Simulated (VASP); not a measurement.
Wanted: the native input for a VASP 6.6.1 run.

```
Task                   : single point
Functional             : PBE
Potentials or basis    : VASP PAW PBE potentials, release 64 (Al, Cu)
Cutoff                 : 400 eV
k mesh                 : 1 × 1 × 1, shifted
Occupations            : fermi-dirac, width 0.05 eV
Spin                   : no spin polarisation
Dipole correction      : no
Mended                 : yes
Further INCAR settings : LREAL = Auto; ALGO = Normal; EDIFF = 1e-06; NBANDS = 98; ISYM = -1
```

The structure of Al13Cu11 lies in POSCAR:

```
Al13Cu11
1.0
    7.1452280000      0.0272100000     -0.2795910000
    0.0272100000      7.0459230000      0.0416720000
   -0.2795910000      0.0416720000      7.0313830000
Al Cu
13 11
Direct
    0.1164324583      0.6646001140      0.1117211581
    0.5358921228      0.4956623994      0.2386320545
    0.4654598432      0.0249013790      0.7768678925
    0.6179614198      0.8473454305      0.4603957532
    0.1117584657      0.1875170928      0.6103632029
    0.6026281381      0.3560166824      0.8964618307
    0.2597331683      0.2869402661      1.0114858885
    0.8766184536      0.5595183383      0.4695258930
    0.7726037611      0.1496494622      0.2768972855
    0.2658956069      0.7780165578      0.4978935883
    0.4280974979      0.1686825672      0.4101815912
    0.9044835584      0.0740060319      0.9452198071
    0.4023347228      0.9141153550      0.1571095121
    0.9447778028      0.9053125629      0.4988478348
    0.4640091221      0.6647569007      0.8988379704
    0.1569388422      0.8662338546      0.8199907459
    0.1112394589      0.0786539913      0.2518767478
    0.5508358743      0.5223158091      0.5956705542
    0.7246185343      0.1804829164      0.6279371692
    0.9688291629      0.4421642985      0.8018947402
    0.8894234472      0.4072348666      0.1290140929
    0.7875151695      0.7526556949      0.8152630124
    0.2178277146      0.4419629253      0.3810512369
    0.7396908860      0.7755870633      0.1638098295
```

The input as run:

INCAR

```
SYSTEM = Al13Cu11
  PREC = Accurate
  ENCUT = 400
  EDIFF = 1E-6
  ISMEAR = -1
  SIGMA = 0.05
  LREAL = Auto
  LASPH = .True.
  NELM = 120
  ALGO = Normal
  ISIF = 2
  LWAVE = .False.
  LCHARG = .True.
  GGA = PE
  LELF = .True.
  LVHAR = .True.
  NBANDS = 98
  ISYM = -1
  GGA_COMPAT = .False.
```

KPOINTS

```
explicit points
1
Reciprocal
  0.25000000   0.25000000   0.25000000 1
```

Potentials or basis: VASP PAW PBE potentials, release 64 (Al, Cu).

Command:

```sh
$ cat potpaw_PBE.64/Al/POTCAR potpaw_PBE.64/Cu/POTCAR > POTCAR
$ mpirun -np 1 vasp_std > vasp.out
```

Results of the run:

```json
{"Pressure": "0.5 GPa", "Largest force": "1.604 eV/Å"}
```

Caveat: the atoms stand as in a frame of molecular dynamics.

It took 69 s on 1 thread of Intel(R) Xeon(R) Platinum 8375C CPU @ 2.90GHz (Ice Lake), with other jobs on the host, peak memory 0.32 GiB.
